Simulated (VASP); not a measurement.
# C (Cmc2_1) in VASP: single point with LDA

Aim: the single point of C with LDA.

Program: VASP 6.6.1. These are calculated values, not measurements. Logs are shortened: lines on timing, memory, paths and dates and some standing lists are left out, and cuts for length are marked.

## 1. The cell of the first run

The structure is orthorhombic, space group Cmc2_1 (No. 36). Conventional cell: a = 2.490 Å, b = 4.312 Å, c = 8.214 Å, α = 90.00°, β = 90.00°, γ = 90.00°. Within 2.0 Å of C (site symmetry m) lie 4 C at 1.52 to 1.55 Å. C (site symmetry m) has 4 C at 1.51 to 1.54 Å within 2.0 Å. Within 2.0 Å of C (site symmetry m) lie 4 C at 1.52 to 1.56 Å. C (site symmetry m) has 4 C at 1.51 to 1.56 Å within 2.0 Å.

## 2. Single point, LDA (atoms displaced along a vibrational mode)

INCAR

```
ALGO = Normal
EDIFF = 1E-6
ENCUT = 1300
GGA = CA
GGA_COMPAT = False
ISIF = 2
ISMEAR = 0
LASPH = True
LCHARG = True
LELF = True
LREAL = False
LVHAR = True
LWAVE = False
NBANDS = 26
NELM = 120
PREC = Accurate
SIGMA = 0.05
```

KPOINTS

```
k-points
0
Gamma
  12 12 4
```

POSCAR

```
C
1.0
    2.4896249417      0.0000000000      0.0000000000
   -1.2448124708      2.1560784454      0.0000000000
    0.0000000000      0.0000000000      8.2142660865
C
8
Direct
   -0.0264368860     -0.0528737719      0.0929365318
    0.0264368860      0.0528737719      0.5929365318
    0.0264368860      0.0528737719      0.4070634682
   -0.0264368860     -0.0528737719      0.9070634682
    0.3114295426      0.6228590851      0.1555443640
    0.6885704574      0.3771409149      0.6555443640
    0.3552371241      0.7104742482      0.3444556360
    0.6447628759      0.2895257518      0.8444556360
```

Potentials or basis: VASP PAW LDA potentials, release 64 (C_h).

Started as:

```console
> cat potpaw_LDA.64/C_h/POTCAR > POTCAR
> mpirun -np 1 vasp_std > vasp.out
```

OUTCAR:

```text
EDIFF = 1E-6
   ENCUT = 1300
   GGA = CA
   ISIF = 2
   ISMEAR = 0
   LASPH = True
   LREAL = False
   NELM = 120
   PREC = Accurate

 ion  position               nearest neighbor table
   1  0.974  0.947  0.093-   5 1.52   5 1.52
   2  0.026  0.053  0.593-   6 1.52   6 1.52
   3  0.026  0.053  0.407-   7 1.51
   4  0.974  0.947  0.907-   8 1.51
   5  0.311  0.623  0.156-   1 1.52   1 1.52
   6  0.689  0.377  0.656-   2 1.52   2 1.52
   7  0.355  0.710  0.344-   3 1.51
   8  0.645  0.290  0.844-   4 1.51

  LATTYP: Found a hexagonal cell.
 ALAT       =     2.4896249417
 C/A-ratio  =     3.2993990175

  Lattice vectors:

 A1 = (   2.4896249417,   0.0000000000,   0.0000000000)
 A2 = (  -1.2448124708,   2.1560784454,   0.0000000000)
 A3 = (   0.0000000000,   0.0000000000,   8.2142660865)

Analysis of symmetry for initial positions (statically):
=====================================================================
 Subroutine PRICEL returns:
 Original cell was already a primitive cell.

 Routine SETGRP: Setting up the symmetry group for a
 hexagonal supercell.

 Subroutine GETGRP returns: Found  4 space group operations
 (whereof  2 operations were pure point group operations)
 out of a pool of 24 trial point group operations.

The static configuration has the point symmetry C_1h.
 The point group associated with its full space group is C_2v.

Analysis of symmetry for dynamics (positions and initial velocities):
=====================================================================
 Subroutine PRICEL returns:
 Original cell was already a primitive cell.

 Routine SETGRP: Setting up the symmetry group for a
 hexagonal supercell.

 Subroutine GETGRP returns: Found  4 space group operations
 (whereof  2 operations were pure point group operations)
 out of a pool of 24 trial point group operations.

The dynamic configuration has the point symmetry C_1h.
 The point group associated with its full space group is C_2v.

 Subroutine INISYM returns: Found  4 space group operations
 (whereof  2 operations are pure point group operations),
 and found     1 'primitive' translations

[... 107 lines left out ...]
   LREAL  =      F    real-space projection
   EDIFFG = 0.1E-04   stopping-criterion for IOM
   NSW    =      0    number of steps for IOM
   IBRION =     -1    ionic relax: 0-MD 1-quasi-New 2-CG
   NFREE  =      0    steps in history (QN), initial steepest desc. (CG)
   ISIF   =      2    stress and relaxation
   ISYM   =      2    0-nonsym 1-usesym 2-fastsym
   POTIM  = 0.5000    time-step for ionic-motion
   TEBEG  =    0.0;   TEEND  =   0.0 temperature during run
   PSTRESS=    0.0 pullay stress
   NELECT =      32.0000    total number of electrons
   NUPDOWN=      -1.0000    fix difference up-down
   EMIN   =  10.00;   EMAX   =-10.00  energy-range for DOS
   EFERMI =   0.00;   METHOD = LEGACY
   ISMEAR =     0;   SIGMA  =   0.05  broadening in eV -4-tet -1-fermi 0-gaus
   EFERMI_NEDOS =   21; number of points for ismear=-14 and -15
   IALGO  =     38    algorithm
   IMIX   =      4    mixing-type and parameters
     AMIX     =   0.40;   BMIX     =  1.00
     AMIX_MAG =   1.60;   BMIX_MAG =  1.00
  volume/ion in A,a.u.               =       5.51        37.19
  Fermi-wavevector in a.u.,A,eV,Ry     =   1.471191  2.780148 29.448492  2.164403
  Thomas-Fermi vector in A             =   2.586357
   LORBIT       =      0    0 simple, 1 ext, 2 COOP (PROOUT), +10 PAW based schemes
   GGA     = CA    functional components
   LHFCALC =     F    Hartree Fock is set to
   AEXX    =    0.0000 exact exchange contribution
   IVDW    =     0    specifies the selected vdW correction
   LEPSILON=     F    determine dielectric tensor
   LRPA    =     F    only Hartree local field effects (RPA)
 non-spin polarized calculation
 Gauss-broadening in eV      SIGMA  =   0.05
  energy-cutoff  :     1300.00
  volume of cell :       44.09
 maximum number of plane-waves:      4764
 NGX is ok and might be reduce to    30
   NGX = 15   NGY = 15   NGZ = 49

 number of electron      32.0000000 magnetization

 Free energy of the ion-electron system (eV)
  ---------------------------------------------------
  ext. energy  EPLUGINS =         0.00000000
  ---------------------------------------------------
  free energy    TOTEN  =       -80.69630956 eV

  energy without entropy =      -80.69630956  energy(sigma->0) =      -80.69630956

 E-fermi :  11.6529     XC(G=0): -13.7948

 val. band max:       11.4392833198   @ k =   0.0000   0.0000   0.0000
 cond. band min:      15.9863621364   @ k =   0.0000   0.4167   0.0000
 fundamental gap:      4.5470788166
 Fermi energy:        11.6529177109

 k-point     1 :       0.0000    0.0000    0.0000
  band No.  band energies     occupation
      1     -10.3938      2.00000
      2      -8.7266      2.00000
      3      -8.6075      2.00000
      4      -4.5078      2.00000
      5      -2.3486      2.00000
      6       4.5054      2.00000
[... 685 lines left out ...]
     25      23.0193      0.00000
     26      23.4751      0.00000

 [... further k-points ...]

------------------------ aborting loop because EDIFF is reached ----------------------------------------

  FORCE on cell =-STRESS in cart. coord.  units (eV):
  Direction    XX          YY          ZZ          XY          YZ          ZX
  --------------------------------------------------------------------------------------
  -------------------------------------------------------------------------------------
  Total        0.4865576     -0.0007426      0.4167039     -0.0000000      0.0000000      0.0000000
  in kB       17.6798101     -0.0269841     15.1415708     -0.0000000      0.0000000      0.0000000
  external PRESSURE =      10.9314656 kB  Pullay stress =       0.0000000 kB

 VOLUME and BASIS-vectors are now :
 -----------------------------------------------------------------------------
  energy-cutoff  :     1300.00
  volume of cell :       44.09
      direct lattice vectors                 reciprocal lattice vectors
     2.489624942  0.000000000  0.000000000     0.401666927  0.231902508  0.000000000
    -1.244812471  2.156078445  0.000000000     0.000000000  0.463805017  0.000000000
     0.000000000  0.000000000  8.214266087     0.000000000  0.000000000  0.121739421

 POSITION                                       TOTAL-FORCE (eV/Angst)
 -----------------------------------------------------------------------------------
      1.24481      2.04208      0.76341         0.000000      0.747789      0.006732
      0.00000      0.11400      4.87054        -0.000000     -0.747789      0.006732
      0.00000      0.11400      3.34373        -0.000000     -0.826181     -0.004114
      1.24481      2.04208      7.45086         0.000000      0.826181     -0.004114
      0.00000      1.34293      1.27768         0.000000      0.697093      0.031803
      1.24481      0.81315      5.38482        -0.000000     -0.697093      0.031803
      0.00000      1.53184      2.82945        -0.000000     -0.589952     -0.034421
      1.24481      0.62424      6.93658         0.000000      0.589952     -0.034421
 -----------------------------------------------------------------------------------
    total drift:                               -0.000000      0.000000      0.000008

  FREE ENERGIE OF THE ION-ELECTRON SYSTEM (eV)
  ---------------------------------------------------
  free  energy   TOTEN  =       -80.6963095573 eV

  energy  without entropy=      -80.6963095573  energy(sigma->0) =      -80.69630956
```

stdout:

```text
POSCAR found type information on POSCAR C
 POSCAR found :  1 types and       8 ions
 scaLAPACK will be used
 LDA part: xc-table for (Slater(with rela. corr.)+CA(PZ))
 , standard interpolation
 POSCAR, INCAR and KPOINTS ok, starting setup
 FFT: planning ... GRIDC
 FFT: planning ... GRID_SOFT
 FFT: planning ... GRID
 WAVECAR not read
 entering main loop
```

Run time: 4.4 min. Hardware: 1 thread of Intel Xeon 6975P-C (Granite Rapids), shared host; peak memory 0.49 GiB.

What came out:

```yaml
Free_energy: -80.6963 eV
Pressure: 1.1 GPa
Largest_force: 0.826 eV/Å
Band_gap_on_the_k_mesh: 4.55 eV (least direct gap 5.36 eV)
```

Forces on the atoms (eV/Å):
```
C    0.000  0.748  0.007
C    0.000 -0.748  0.007
C    0.000 -0.826 -0.004
C    0.000  0.826 -0.004
C    0.000  0.697  0.032
C    0.000 -0.697  0.032
C    0.000 -0.590 -0.034
C    0.000  0.590 -0.034
```

Caveat: the cell differs from its parent crystal (atoms displaced along a vibrational mode). A k mesh can miss the band edges.
